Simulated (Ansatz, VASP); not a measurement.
## Two plane-wave programs on MnS

The input INCAR:

```
SYSTEM = MnS
ALGO     = Normal         ! electronic algorithm
EDIFF    = 1E-6           ! SCF threshold, eV
ENCUT    = 520            ! plane-wave cutoff, eV
GGA      = RE             ! functional
ISIF     = 2              ! what is computed and relaxed
ISMEAR   = -5             ! smearing method
ISPIN    = 2              ! spin polarisation
LASPH    = .TRUE.         ! aspherical terms in the spheres
LCHARG   = .FALSE.        ! write CHGCAR
LDAU     = .TRUE.         ! DFT+U
LDAUJ    = 0 0          
LDAUL    = 2 -1           ! shell
LDAUPRINT= 1            
LDAUTYPE = 2            
LDAUU    = 4 0            ! U, eV
LMAXMIX  = 4              ! l up to which the mixer works
LORBIT   = 11             ! projections on sites
LREAL    = .FALSE.        ! projectors in reciprocal space
LWAVE    = .FALSE.        ! write WAVECAR
MAGMOM   = 4 0            ! initial moments
NBANDS   = 20             ! bands
NELM     = 150            ! most SCF steps
PREC     = Accurate       ! precision mode
SIGMA    = 0.1            ! smearing width, eV
```

The input KPOINTS:

```
k-points
0
G
  9 9 9
  0 0 0
```

Contents of POSCAR:

```
MnS
1.0
    0.0000000000      2.6045000000      2.6045000000
    2.6045000000      0.0000000000      2.6045000000
    2.6045000000      2.6045000000      0.0000000000
Mn S
1 1
Direct
    0.0000000000      0.0000000000      0.0000000000
    0.5000000000      0.5000000000      0.5000000000
```

input.yaml

```yaml
crystal:
  lattice:
    - [0.0, 2.6045, 2.6045]
    - [2.6045, 0.0, 2.6045]
    - [2.6045, 2.6045, 0.0]
  atoms:
    - { symbol: Mn, position: [0.0, 0.0, 0.0], spin: 4.0 }
    - { symbol: S, position: [0.5, 0.5, 0.5] }
hamiltonian:
  xc: revpbe
  pseudopotentials: { kind: paw, source: jth }
  hubbard: { sites: [{ species: Mn, l: d, u_eff: 4.0 }], projectors: atomic }
magnetization:
  spin_polarized: true
kpoints:
  mp_grid: { grid: [9, 9, 9] }
scf:
  occupations: { method: tetrahedron }
output:
  forces: true
  stress: true
  write_density: true
  write_potential: true
  elf: true
  volumetric_format: npy
```

Alike in both runs: task single point; functional revPBE; k mesh 9 × 9 × 9; occupations tetrahedron; collinear spin; Hubbard terms Mn d U = 4.0 eV.

```csv
,VASP,Ansatz
version,VASP 6.6.1,Ansatz 0.2.0
potentials or method,"VASP PAW PBE potentials, release 64 (Mn_pv, S)",JTH PAW
plane-wave cutoff (eV),520,1290
valence electrons in the cell,19,21
```

VASP gave:

- gap on the k mesh at the Fermi level (eV): 0.74
- least direct gap on the mesh (eV): 2.74
- pressure (GPa): 6.5
- net moment per atom (μB): 2.50
- size of the moment on the site where the two differ most (μB): 4.60

Problem. Estimate Ansatz's values.

Solution. gap on the k mesh at the Fermi level (eV): 0.84; least direct gap on the mesh (eV): 1.88; pressure (GPa): 9.1; net moment per atom (μB): 2.50; size of the moment on the site where the two differ most (μB): 4.49.

VASP's potentials were made for PBE, not for revPBE. Site moments also hang on the region over which each program counts them. The programs project onto different local orbitals, so the same U acts differently, and such runs can settle in different states. VASP's potentials hold 19 valence electrons a cell and Ansatz's 21, so a difference there can come from the potentials and not from the codes.

Noted on Ansatz's run: the magnetic or orbital state may not be the lowest; odd divisions of the mesh miss points on the zone boundary, where band edges often lie, so the gap on the mesh can be too wide.
